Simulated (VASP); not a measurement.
# SnO (P4/nmm) in VASP: notebook, part 2 of 2

VASP 6.6.1. The steps go on from the part before.

## (5) Single point, LDA

This run uses another cell than the first one, of the same volume but with other edges.

INCAR reads:

```
PREC = Accurate
ENCUT = 520
EDIFF = 1E-7
ISMEAR = 0
SIGMA = 0.03
LREAL = F
LASPH = T
NELM = 60
ALGO = Normal
ISIF = 2
LWAVE = F
LCHARG = F
GGA = CA
NBANDS = 28
```

KPOINTS reads:

```
regular mesh
0
Gamma
  10 10 8
```

POSCAR reads:

```
SnO
1.0
    3.9091545137      0.0000000000      0.0000000000
    0.0000000000      3.9091545137      0.0000000000
    0.0000000000      0.0000000000      4.5745127643
Sn O
2 2
Direct
    0.0000000000      0.5000000000      0.2385000000
    0.5000000000      0.0000000000      0.7615000000
    0.0000000000      0.0000000000      0.0000000000
    0.5000000000      0.5000000000      0.0000000000
```

Potentials or basis: VASP PAW LDA potentials, release 64 (Sn_d, O).

Command:

```console
$ cat potpaw_LDA.64/Sn_d/POTCAR potpaw_LDA.64/O/POTCAR > POTCAR
$ mpirun -np 1 vasp_std > vasp.out
```

OUTCAR:

```text
PREC = Accurate
   ENCUT = 520
   EDIFF = 1E-7
   ISMEAR = 0
   LREAL = F
   LASPH = T
   NELM = 60
   ISIF = 2
   GGA = CA

 ion  position               nearest neighbor table
   1  0.000  0.500  0.239-   3 2.24   4 2.24   3 2.24   4 2.24   2 3.52   2 3.52   2 3.52   2 3.52
                             2 3.66   2 3.66   2 3.66   2 3.66
   2  0.500  0.000  0.761-   3 2.24   4 2.24   4 2.24   3 2.24   1 3.52   1 3.52   1 3.52   1 3.52
                             1 3.66   1 3.66   1 3.66   1 3.66
   3  0.000  0.000  0.000-   1 2.24   2 2.24   1 2.24   2 2.24
   4  0.500  0.500  0.000-   1 2.24   2 2.24   2 2.24   1 2.24

  LATTYP: Found a simple tetragonal cell.
 ALAT       =     3.9091545137
 C/A-ratio  =     1.1702051552

  Lattice vectors:

 A1 = (   3.9091545137,   0.0000000000,   0.0000000000)
 A2 = (   0.0000000000,   3.9091545137,   0.0000000000)
 A3 = (   0.0000000000,   0.0000000000,   4.5745127643)

Analysis of symmetry for initial positions (statically):
=====================================================================
 Subroutine PRICEL returns:
[... 177 lines left out ...]

 E-fermi :   6.6266     XC(G=0): -10.7013

 val. band max:        6.4905111434   @ k =   0.1000   0.1000   0.0000
 cond. band min:       6.9338671142   @ k =   0.5000   0.5000   0.0000
 fundamental gap:      0.4433559708
 Fermi energy:         6.6265882340

 k-point     1 :       0.0000    0.0000    0.0000
  band No.  band energies     occupation
      1     -15.0141      2.00000
      2     -14.6109      2.00000
      3     -14.6109      2.00000
      4     -14.5670      2.00000
      5     -14.5638      2.00000
      6     -14.5516      2.00000
[... 733 lines left out ...]
     27      14.0963      0.00000
     28      16.0242      0.00000

 [... further k-points ...]

------------------------ aborting loop because EDIFF is reached ----------------------------------------

  FORCE on cell =-STRESS in cart. coord.  units (eV):
  Direction    XX          YY          ZZ          XY          YZ          ZX
  --------------------------------------------------------------------------------------
  -------------------------------------------------------------------------------------
  Total       -2.5340542     -2.5340542      0.0131080      0.0000000      0.0000000      0.0000000
  in kB      -58.0785766    -58.0785766      0.3004253      0.0000000      0.0000000      0.0000000
  external PRESSURE =     -38.6189093 kB  Pullay stress =       0.0000000 kB

 VOLUME and BASIS-vectors are now :
 -----------------------------------------------------------------------------
  energy-cutoff  :      520.00
  volume of cell :       69.91
      direct lattice vectors                 reciprocal lattice vectors
     3.909154514  0.000000000  0.000000000     0.255809791  0.000000000  0.000000000
     0.000000000  3.909154514  0.000000000     0.000000000  0.255809791  0.000000000
     0.000000000  0.000000000  4.574512764     0.000000000  0.000000000  0.218602516

 POSITION                                       TOTAL-FORCE (eV/Angst)
 -----------------------------------------------------------------------------------
      0.00000      1.95458      1.09102         0.000000      0.000000      0.159867
      1.95458      0.00000      3.48349         0.000000      0.000000     -0.159867
      0.00000      0.00000      0.00000         0.000000     -0.000000      0.000000
      1.95458      1.95458      0.00000         0.000000      0.000000      0.000000
 -----------------------------------------------------------------------------------
    total drift:                                0.000000      0.000000     -0.000000

  FREE ENERGIE OF THE ION-ELECTRON SYSTEM (eV)
  ---------------------------------------------------
  free  energy   TOTEN  =       -25.6336275073 eV

  energy  without entropy=      -25.6336275073  energy(sigma->0) =      -25.63362751
```

OSZICAR:

```text
N       E                     dE             d eps       ncg     rms          rms(c)
DAV:   1     0.414003481625E+03    0.41400E+03   -0.19846E+04  6096   0.217E+03
DAV:   2     0.338105052106E+02   -0.38019E+03   -0.36480E+03  6112   0.546E+02
DAV:   3    -0.262005192094E+02   -0.60011E+02   -0.58891E+02  6656   0.180E+02
DAV:   4    -0.291259915080E+02   -0.29255E+01   -0.29116E+01  6876   0.423E+01
DAV:   5    -0.291954190442E+02   -0.69428E-01   -0.69415E-01  6492   0.710E+00    0.113E+01
DAV:   6    -0.257830860129E+02    0.34123E+01   -0.16514E+01  9464   0.455E+01    0.519E+00
DAV:   7    -0.256887631258E+02    0.94323E-01   -0.20722E+00  6960   0.872E+00    0.242E+00
DAV:   8    -0.256473340457E+02    0.41429E-01   -0.35201E-01  7048   0.376E+00    0.776E-01
DAV:   9    -0.256332378724E+02    0.14096E-01   -0.47211E-02  9512   0.217E+00    0.227E-01
DAV:  10    -0.256340177287E+02   -0.77986E-03   -0.69869E-03  8616   0.746E-01    0.142E-01
DAV:  11    -0.256336079852E+02    0.40974E-03   -0.18352E-03  9092   0.391E-01    0.184E-02
DAV:  12    -0.256336316487E+02   -0.23663E-04   -0.23541E-04  6088   0.859E-02    0.265E-02
DAV:  13    -0.256336275073E+02    0.41413E-05   -0.25996E-05  8816   0.432E-02    0.523E-03
DAV:  14    -0.256336275316E+02   -0.24281E-07   -0.15970E-06  6428   0.902E-03    0.272E-03
DAV:  15    -0.256336275073E+02    0.24305E-07   -0.13182E-07  4380   0.301E-03
   1 F= -.25633628E+02 E0= -.25633628E+02  d E =-.982369E-13
```

Run time: 72 s. Hardware: 1 thread of AMD EPYC 9R45 (Zen 5), shared host; peak memory 0.24 GiB.

What came out:

```yaml
Free_energy: -25.6336 eV
Pressure: -3.9 GPa
Largest_force: 0.160 eV/Å
Band_gap_on_the_k_mesh: 0.44 eV (least direct gap 1.78 eV)
```

Forces in eV/Å, atoms in the order of the input:
```
Sn   0.000  0.000  0.160
Sn   0.000  0.000 -0.160
O    0.000  0.000  0.000
O    0.000  0.000  0.000
```

Caveat: the cell stands under tension; spin-orbit coupling is left out, which moves the levels of the heavy elements. A k mesh can miss the band edges.

## (6) Overview

```tsv
cell	gap on the mesh (eV)	pressure (GPa)	largest force (eV/Å)
a = 3.578, b = 3.578, c = 5.461 Å, 4 atoms	none	-0.3	1.68
a = 3.683, b = 3.683, c = 5.153 Å, 4 atoms	none	-1.3	0.79
a = 4.014, b = 4.014, c = 4.339 Å, 4 atoms	0.70	-5.2	0.26
a = 3.909, b = 3.909, c = 4.575 Å, 4 atoms	0.44	-3.9	0.16
```

Alike in all rows: task single point; level LDA; potentials or basis VASP PAW LDA potentials, release 64 (Sn_d, O); no spin polarisation; k mesh 10 × 10 × 8; cutoff (eV) 520; smearing gaussian 0.03 eV.

Caveats: spin-orbit coupling is left out, which moves the levels of the heavy elements; semilocal functionals underestimate gaps, so a narrow gap can read as zero (at least some runs); the cell stands under tension (at least some runs); forces of over 1 eV/Å act on the atoms, so gaps and moduli don't describe the material at rest (at least some runs).

Absolute energies hang on the potentials; compare differences alone.
